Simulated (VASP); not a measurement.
# SiO2 (P4_32_12) in VASP: notebook

The runs below take SiO2 through single point, relaxation of cell and atoms, with PBE.

All numbers are computed with VASP 6.6.1; they aren't measurements. Logs are shortened: lines on timing, memory, paths and dates and some standing lists are left out, and cuts for length are marked.

**1. The cell of the first run**

It takes space group P4_32_12 (No. 96, tetragonal). Conventional cell: a = 5.083 Å, b = 5.083 Å, c = 7.098 Å, α = 90.00°, β = 90.00°, γ = 90.00°. Within 2.2 Å of Si (site symmetry 2) lie 4 O at 1.62 to 1.63 Å. Within 2.2 Å of O (site symmetry 1) lie 2 Si at 1.62 to 1.63 Å.

**2. Single point, PBE**

Input file INCAR:

```
SYSTEM = SiO2
PREC = Accurate
ENCUT = 520
EDIFF = 1E-7
ISMEAR = 0
SIGMA = 0.02
LREAL = .False.
LASPH = .True.
NELM = 60
ALGO = Normal
ISIF = 2
LWAVE = .False.
LCHARG = .False.
GGA = PE
NBANDS = 44
```

Input file KPOINTS:

```
Automatic mesh
0
Gamma
  6 6 4
  0 0 0
```

Input file POSCAR:

```
SiO2
1.0
    5.0832672620      0.0000000000      0.0000000000
    0.0000000000      5.0832672620      0.0000000000
    0.0000000000      0.0000000000      7.0977420684
Si O
4 8
Direct
    0.2060177856      0.2060177856      0.0000000000
    0.2939822144      0.7060177856      0.7500000000
    0.7060177856      0.2939822144      0.2500000000
    0.7939822144      0.7939822144      0.5000000000
    0.5936790246      0.7411316555      0.6743341286
    0.4063209754      0.2588683445      0.1743341286
    0.7411316555      0.5936790246      0.3256658714
    0.2411316555      0.9063209754      0.9243341286
    0.2588683445      0.4063209754      0.8256658714
    0.0936790246      0.7588683445      0.5756658714
    0.9063209754      0.2411316555      0.0756658714
    0.7588683445      0.0936790246      0.4243341286
```

Potentials or basis: VASP PAW PBE potentials, release 64 (Si, O).

Launch:

```bash
> cat potpaw_PBE.64/Si/POTCAR potpaw_PBE.64/O/POTCAR > POTCAR
> mpirun -np 1 vasp_std > vasp.out
```

OUTCAR:

```text
SYSTEM = SiO2
   PREC = Accurate
   ENCUT = 520
   EDIFF = 1E-7
   ISMEAR = 0
   LREAL = .False.
   LASPH = .True.
   NELM = 60
   ISIF = 2
   GGA = PE

 ion  position               nearest neighbor table
   1  0.206  0.206  0.000-   6 1.62   9 1.62   8 1.63  11 1.63   2 3.13   3 3.13   2 3.13   3 3.13

   2  0.294  0.706  0.750-   8 1.62  10 1.62   9 1.63   5 1.63   1 3.13   4 3.13   1 3.13   4 3.13

   3  0.706  0.294  0.250-  11 1.62  12 1.62   6 1.63   7 1.63   1 3.13   4 3.13   4 3.13   1 3.13

   4  0.794  0.794  0.500-   5 1.62   7 1.62  10 1.63  12 1.63   2 3.13   3 3.13   3 3.13   2 3.13

   5  0.594  0.741  0.674-   4 1.62   2 1.63
   6  0.406  0.259  0.174-   1 1.62   3 1.63
   7  0.741  0.594  0.326-   4 1.62   3 1.63
   8  0.241  0.906  0.924-   2 1.62   1 1.63
   9  0.259  0.406  0.826-   1 1.62   2 1.63
  10  0.094  0.759  0.576-   2 1.62   4 1.63
  11  0.906  0.241  0.076-   3 1.62   1 1.63
  12  0.759  0.094  0.424-   3 1.62   4 1.63

  LATTYP: Found a simple tetragonal cell.
 ALAT       =     5.0832672620
 C/A-ratio  =     1.3962952768

  Lattice vectors:

 A1 = (   5.0832672620,   0.0000000000,   0.0000000000)
 A2 = (   0.0000000000,   5.0832672620,   0.0000000000)
 A3 = (   0.0000000000,   0.0000000000,   7.0977420684)

Analysis of symmetry for initial positions (statically):
=====================================================================
 Subroutine PRICEL returns:
 Original cell was already a primitive cell.

 Routine SETGRP: Setting up the symmetry group for a
 simple tetragonal supercell.

 Subroutine GETGRP returns: Found  8 space group operations
 (whereof  2 operations were pure point group operations)
 out of a pool of 16 trial point group operations.

The static configuration has the point symmetry C_2 .
 The point group associated with its full space group is D_4 .

Analysis of symmetry for dynamics (positions and initial velocities):
=====================================================================
 Subroutine PRICEL returns:
 Original cell was already a primitive cell.

 Routine SETGRP: Setting up the symmetry group for a
 simple tetragonal supercell.

 Subroutine GETGRP returns: Found  8 space group operations
 (whereof  2 operations were pure point group operations)
 out of a pool of 16 trial point group operations.

The dynamic configuration has the point symmetry C_2 .
 The point group associated with its full space group is D_4 .

 Subroutine INISYM returns: Found  8 space group operations
 (whereof  2 operations are pure point group operations),
 and found     1 'primitive' translations

----------------------------------------------------------------------------------------

                                     Primitive cell

  volume of cell :     183.4029

  direct lattice vectors                    reciprocal lattice vectors
     5.083267262  0.000000000  0.000000000     0.196723868  0.000000000  0.000000000
     0.000000000  5.083267262  0.000000000     0.000000000  0.196723868  0.000000000
     0.000000000  0.000000000  7.097742068     0.000000000  0.000000000  0.140889876

  length of vectors
     5.083267262  5.083267262  7.097742068     0.196723868  0.196723868  0.140889876

  position of ions in fractional coordinates (direct lattice)
     0.206017786  0.206017786  0.000000000
     0.293982214  0.706017786  0.750000000
     0.706017786  0.293982214  0.250000000
     0.793982214  0.793982214  0.500000000
     0.593679025  0.741131655  0.674334129
     0.406320975  0.258868345  0.174334129
     0.741131655  0.593679025  0.325665871
     0.241131655  0.906320975  0.924334129
     0.258868345  0.406320975  0.825665871
     0.093679025  0.758868345  0.575665871
     0.906320975  0.241131655  0.075665871
     0.758868345  0.093679025  0.424334129

  ion indices of the primitive-cell ions
   primitive index   ion index
                 1           1
                 2           2
                 3           3
                 4           4
                 5           5
                 6           6
                 7           7
                 8           8
                 9           9
                10          10
                11          11
                12          12

----------------------------------------------------------------------------------------

 KPOINTS: Automatic mesh

Automatic generation of k-mesh.
 Grid dimensions read from file:
 generate k-points for:    6    6    4

 Generating k-lattice:

  Cartesian coordinates                     Fractional coordinates (reciprocal lattice)
     0.032787311  0.000000000  0.000000000     0.166666667  0.000000000  0.000000000
     0.000000000  0.032787311  0.000000000     0.000000000  0.166666667  0.000000000
     0.000000000  0.000000000  0.035222469     0.000000000  0.000000000  0.250000000

  Length of vectors
     0.032787311  0.032787311  0.035222469

  Shift w.r.t. Gamma in fractional coordinates (k-lattice)
     0.000000000  0.000000000  0.000000000

 Subroutine IBZKPT returns following result:
 ===========================================

 Found     30 irreducible k-points:

 Following reciprocal coordinates:
            Coordinates               Weight
  0.000000  0.000000  0.000000      1.000000
  0.166667  0.000000  0.000000      4.000000
  0.333333  0.000000  0.000000      4.000000
  0.500000  0.000000  0.000000      2.000000
  0.166667  0.166667  0.000000      4.000000
  0.333333  0.166667  0.000000      8.000000
[... 16 lines left out ...]
  0.333333  0.000000  0.500000      4.000000
  0.500000  0.000000  0.500000      2.000000
 [... further k-points ...]
   k-points           NKPTS =     30   k-points in BZ     NKDIM =     30   number of bands    NBANDS=     44
   number of dos      NEDOS =    301   number of ions     NIONS =     12
   total plane-waves  NPLWV =  86400
   dimension x,y,z NGX =    40 NGY =   40 NGZ =   54
   dimension x,y,z NGXF=    80 NGYF=   80 NGZF=  108
   ions per type =               4   8
   NGX,Y,Z   is equivalent  to a cutoff of  13.08, 13.08, 12.65 a.u.
   NGXF,Y,Z  is equivalent  to a cutoff of  26.16, 26.16, 25.30 a.u.
 SYSTEM =  SiO2
   PREC   = accura    normal or accurate (medium, high low for compatibility)
   ISTART =      0    job   : 0-new  1-cont  2-samecut
   ICHARG =      2    charge: 1-file 2-atom 10-const
   ISPIN  =      1    spin polarized calculation?
   LNONCOLLINEAR =      F non collinear calculations
   LSORBIT =      F    spin-orbit coupling
   LASPH  =      T    aspherical Exc in radial PAW
   ENCUT  =  520.0 eV  38.22 Ry    6.18 a.u.   9.45  9.45 13.20*2*pi/ulx,y,z
   NELM   =     60;   NELMIN=  2; NELMDL= -5     # of ELM steps
   EDIFF  = 0.1E-06   stopping-criterion for ELM
   LREAL  =      F    real-space projection
   EDIFFG = 0.1E-05   stopping-criterion for IOM
   NSW    =      0    number of steps for IOM
   IBRION =     -1    ionic relax: 0-MD 1-quasi-New 2-CG
   NFREE  =      0    steps in history (QN), initial steepest desc. (CG)
   ISIF   =      2    stress and relaxation
   ISYM   =      2    0-nonsym 1-usesym 2-fastsym
   POTIM  = 0.5000    time-step for ionic-motion
   TEBEG  =    0.0;   TEEND  =   0.0 temperature during run
   PSTRESS=    0.0 pullay stress
   NELECT =      64.0000    total number of electrons
   NUPDOWN=      -1.0000    fix difference up-down
   EMIN   =  10.00;   EMAX   =-10.00  energy-range for DOS
   EFERMI =   0.00;   METHOD = LEGACY
   ISMEAR =     0;   SIGMA  =   0.02  broadening in eV -4-tet -1-fermi 0-gaus
   EFERMI_NEDOS =   21; number of points for ismear=-14 and -15
   IALGO  =     38    algorithm
   IMIX   =      4    mixing-type and parameters
     AMIX     =   0.40;   BMIX     =  1.00
     AMIX_MAG =   1.60;   BMIX_MAG =  1.00
  volume/ion in A,a.u.               =      15.28       103.14
  Fermi-wavevector in a.u.,A,eV,Ry     =   1.152567  2.178036 18.074120  1.328410
  Thomas-Fermi vector in A             =   2.289217
   LORBIT       =      0    0 simple, 1 ext, 2 COOP (PROOUT), +10 PAW based schemes
   GGA     = PE    functional components
   LHFCALC =     F    Hartree Fock is set to
   AEXX    =    0.0000 exact exchange contribution
   IVDW    =     0    specifies the selected vdW correction
   LEPSILON=     F    determine dielectric tensor
   LRPA    =     F    only Hartree local field effects (RPA)
 non-spin polarized calculation
 Gauss-broadening in eV      SIGMA  =   0.02
  energy-cutoff  :      520.00
  volume of cell :      183.40
 maximum number of plane-waves:      4976
 NGX is ok and might be reduce to    40
   NGX = 19   NGY = 19   NGZ = 27

 number of electron      63.9999980 magnetization

 Free energy of the ion-electron system (eV)
  ---------------------------------------------------
  ext. energy  EPLUGINS =         0.00000000
  ---------------------------------------------------
  free energy    TOTEN  =       -94.95209039 eV

  energy without entropy =      -94.95209039  energy(sigma->0) =      -94.95209039

 E-fermi :  -0.1681     XC(G=0):  -8.1021

 val. band max:       -0.2931769811   @ k =   0.0000   0.0000   0.0000
 cond. band min:       5.2197939672   @ k =   0.0000   0.0000   0.0000
 fundamental gap:      5.5129709483
 Fermi energy:        -0.1681360418

 k-point     1 :       0.0000    0.0000    0.0000
  band No.  band energies     occupation
      1     -19.6129      2.00000
      2     -18.7519      2.00000
      3     -18.7519      2.00000
      4     -17.6284      2.00000
      5     -17.6007      2.00000
      6     -17.5993      2.00000
[... 36 lines left out ...]
     43      10.6940      0.00000
     44      10.8563      0.00000

 k-point     2 :       0.1667    0.0000    0.0000
  band No.  band energies     occupation
      1     -19.5587      2.00000
      2     -18.8104      2.00000
      3     -18.6864      2.00000
      4     -17.6813      2.00000
      5     -17.6315      2.00000
      6     -17.6109      2.00000
[... 1026 lines left out ...]
 k-point    24 :       0.5000    0.0000    0.5000
  band No.  band energies     occupation
      1     -19.1881      2.00000
      2     -19.1881      2.00000
      3     -18.2420      2.00000
      4     -18.2420      2.00000
      5     -17.6291      2.00000
      6     -17.6291      2.00000
[... 36 lines left out ...]
     43      11.0166      0.00000
     44      11.0173      0.00000

 [... further k-points ...]
[... 5 lines left out ...]
  --------------------------------------------------------------------------------------
  -------------------------------------------------------------------------------------
  Total        0.1019772      0.1019772      0.0798425      0.0000000      0.0000000     -0.0000000
  in kB        0.8908558      0.8908558      0.6974912      0.0000000      0.0000000     -0.0000000
  external PRESSURE =       0.8264010 kB  Pullay stress =       0.0000000 kB

 VOLUME and BASIS-vectors are now :
 -----------------------------------------------------------------------------
  energy-cutoff  :      520.00
  volume of cell :      183.40
      direct lattice vectors                 reciprocal lattice vectors
     5.083267262  0.000000000  0.000000000     0.196723868  0.000000000  0.000000000
     0.000000000  5.083267262  0.000000000     0.000000000  0.196723868  0.000000000
     0.000000000  0.000000000  7.097742068     0.000000000  0.000000000  0.140889876

 POSITION                                       TOTAL-FORCE (eV/Angst)
 -----------------------------------------------------------------------------------
      1.04724      1.04724      0.00000        -0.015108     -0.015108      0.000000
      1.49439      3.58888      5.32331         0.015108     -0.015108      0.000000
      3.58888      1.49439      1.77444        -0.015108      0.015108      0.000000
      4.03602      4.03602      3.54887         0.015108      0.015108      0.000000
      3.01783      3.76737      4.78625        -0.003064      0.000550     -0.005843
      2.06544      1.31590      1.23738         0.003064     -0.000550     -0.005843
      3.76737      3.01783      2.31149         0.000550     -0.003064      0.005843
      1.22574      4.60707      6.56069         0.000550      0.003064     -0.005843
      1.31590      2.06544      5.86036        -0.000550      0.003064      0.005843
      0.47620      3.85753      4.08593        -0.003064     -0.000550      0.005843
      4.60707      1.22574      0.53706         0.003064      0.000550      0.005843
      3.85753      0.47620      3.01181        -0.000550     -0.003064     -0.005843
 -----------------------------------------------------------------------------------
    total drift:                               -0.000000      0.000000      0.000000

  FREE ENERGIE OF THE ION-ELECTRON SYSTEM (eV)
  ---------------------------------------------------
  free  energy   TOTEN  =       -94.9520903863 eV

  energy  without entropy=      -94.9520903863  energy(sigma->0) =      -94.95209039
```

Run time: 3.3 min. Hardware: 1 thread of AMD EPYC 7R13 (Zen 3), shared host; peak memory 0.34 GiB.

What came out:

```yaml
Free_energy: -94.9521 eV
Pressure: 0.1 GPa
Largest_force: 0.021 eV/Å
Band_gap_on_the_k_mesh: 5.51 eV
```

Forces in eV/Å, atoms in the order of the input:
```
Si  -0.015 -0.015  0.000
Si   0.015 -0.015  0.000
Si  -0.015  0.015  0.000
Si   0.015  0.015  0.000
O   -0.003  0.001 -0.006
O    0.003 -0.001 -0.006
O    0.001 -0.003  0.006
O    0.001  0.003 -0.006
O   -0.001  0.003  0.006
O   -0.003 -0.001  0.006
O    0.003  0.001  0.006
O   -0.001 -0.003 -0.006
```

A k mesh can miss the band edges.

(Part 1 of 2 ends here.)
